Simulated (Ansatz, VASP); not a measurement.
## One calculation of Ga3AsP2, two programs

Contents of POSCAR:

```
Ga3AsP2
1.0
   -1.9121690098      5.7366817872      2.7044116811
    1.9121690098     -5.7366817872      2.7044116811
    1.9121690098      5.7366817872     -2.7044116811
P Ga As
2 3 1
Direct
    0.3329121562      0.0003232283      0.3325889280
    0.6677343003      0.0003232283      0.6674110720
    0.5733769432      0.7443968034      0.8289801399
    0.9154166635      0.7443968034      0.1710198601
    0.2613419862      0.7613419862      0.5000000000
   -0.0007820495     -0.0007820495      0.0000000000
```

INCAR.step1

```
SYSTEM = Ga3AsP2
PREC     = Accurate       ! precision mode
ENCUT    = 520            ! plane-wave cutoff, eV
ISMEAR   = 0              ! smearing method
SIGMA    = 0.01           ! smearing width, eV
LREAL    = .False.        ! projectors in reciprocal space
LASPH    = .True.         ! aspherical terms in the spheres
NELM     = 100            ! most SCF steps
NBANDS   = 36             ! bands
GGA      = PE             ! functional
ALGO     = Normal         ! electronic algorithm
EDIFF    = 1E-4           ! SCF threshold, eV
LWAVE    = .True.         ! write WAVECAR
LCHARG   = .False.        ! write CHGCAR
```

The input INCAR.step2:

```
SYSTEM = Ga3AsP2
PREC     = Accurate       ! precision mode
ENCUT    = 520            ! plane-wave cutoff, eV
EDIFF    = 1E-6           ! SCF threshold, eV
ISMEAR   = 0              ! smearing method
SIGMA    = 0.01           ! smearing width, eV
LREAL    = .False.        ! projectors in reciprocal space
LASPH    = .True.         ! aspherical terms in the spheres
NELM     = 100            ! most SCF steps
ALGO     = Normal         ! electronic algorithm
ISIF     = 2              ! what is computed and relaxed
LWAVE    = .False.        ! write WAVECAR
LCHARG   = .True.         ! write CHGCAR
METAGGA  = R2SCAN         ! meta-GGA
LMIXTAU  = .True.       
LELF     = .True.         ! ELF
LVHAR    = .True.       
NBANDS   = 36             ! bands
ISTART   = 1
```

The input KPOINTS:

```
regular mesh
0
Gamma
  6 6 6
  0 0 0
```

Input for Ansatz:

```yaml
crystal:
  lattice:
    - [-1.9121690098, 5.7366817872, 2.7044116811]
    - [1.9121690098, -5.7366817872, 2.7044116811]
    - [1.9121690098, 5.7366817872, -2.7044116811]
  atoms:
    - { symbol: P, position: [0.3329121562, 0.0003232283, 0.332588928] }
    - { symbol: Ga, position: [0.5733769432, 0.7443968034, 0.8289801399] }
    - { symbol: P, position: [0.6677343003, 0.0003232283, 0.667411072] }
    - { symbol: Ga, position: [0.9154166635, 0.7443968034, 0.1710198601] }
    - { symbol: As, position: [-0.0007820495, -0.0007820495, 0.0] }
    - { symbol: Ga, position: [0.2613419862, 0.7613419862, 0.5] }
kpoints:
  mp_grid: { grid: [6, 6, 6] }
hamiltonian:
  xc: r2scan
scf:
  occupations: { method: fixed }
  n_extra_bands: 5
output:
  forces: true
  stress: true
  eigenvalues: true
```

Alike in both runs: task single point; functional r2SCAN; k mesh 6 × 6 × 6; no spin polarisation.

```csv
,VASP,Ansatz
version,VASP 6.6.1,Ansatz 0.2.0
potentials or method,"VASP PAW PBE potentials, release 64 (P, Ga_d, As)","plane waves, PAW"
plane-wave cutoff (eV),520,500
occupations,"gaussian, width 0.01 eV",fixed
valence electrons in the cell,54,64
```

|  | VASP | Ansatz | Ansatz less VASP |
| --- | --- | --- | --- |
| gap on the k mesh at the Fermi level (eV) | 1.67 | 1.67 | 0.000 |
| pressure (GPa) | 5.9 | 5.9 | -0.04 |
| rms of the force components (eV/Å) | 0.015 | 0.012 | -0.0028 |

VASP's potentials were made for PBE, not for r2SCAN. VASP's potentials hold 54 valence electrons a cell and Ansatz's 64, so a difference there can come from the potentials and not from the codes.
